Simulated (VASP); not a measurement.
Here is a VASP 6.6.1 calculation.

Contents of INCAR:

```
SYSTEM = SrO
  ALGO = Normal
  EDIFF = 1E-6
  ENCUT = 600
  GGA = PS
  GGA_COMPAT = .FALSE.
  ISIF = 2
  ISMEAR = 0
  LASPH = .TRUE.
  LCHARG = .FALSE.
  LREAL = .FALSE.
  LWAVE = .FALSE.
  NBANDS = 15
  NELM = 120
  PREC = Accurate
  SIGMA = 0.02
```

Contents of KPOINTS:

```
k-points
0
G
  10 10 10
  0 0 0
```

POSCAR

```
SrO
1.0
    0.0000000000      2.5613322646      2.5613322646
    2.5613322646      0.0000000000      2.5613322646
    2.5613322646      2.5613322646      0.0000000000
Sr O
1 1
Direct
    0.0000000000      0.0000000000      0.0000000000
    0.5000000000      0.5000000000      0.5000000000
```

Potentials or basis: VASP PAW PBE potentials, release 64 (Sr_sv, O).

The run is started by

```console
$ cat potpaw_PBE.64/Sr_sv/POTCAR potpaw_PBE.64/O/POTCAR > POTCAR
$ mpirun -np 1 vasp_std > vasp.out
```

Problem. Predict the band gap on the k mesh.

Solution. 3.15 eV, indirect (least direct gap 3.23 eV).

Problem. Estimate the pressure.

Solution. 0.5 GPa.

Caveat: the PAW data sets were made with another functional, which shifts forces and pressure a little. A k mesh can miss the band edges.
